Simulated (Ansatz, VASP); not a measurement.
One calculation of LiBr, two programs

```xyz
2
Lattice="0.0000 2.7445 2.7445 2.7445 0.0000 2.7445 2.7445 2.7445 0.0000" Properties=species:S:1:pos:R:3 pbc="T T T"
Li    0.0000    0.0000    0.0000
Br    2.7445    2.7445    2.7445
```

Alike in both runs: task single point; functional PBE; k mesh 8 × 8 × 8; occupations fermi-dirac, width 0.03 eV; non-collinear spin, spin-orbit coupling.

```csv
,VASP,Ansatz
version,VASP 6.6.1,Ansatz 0.2.0
potentials or method,"VASP PAW PBE potentials, release 64 (Li_sv, Br), cutoff 750 eV",all-electron LAPW
```

```csv
,VASP,Ansatz,Ansatz less VASP
pressure (GPa),0.3,0.3,+0.07
```

Ansatz ran all-electron here, and VASP with PAW potentials.
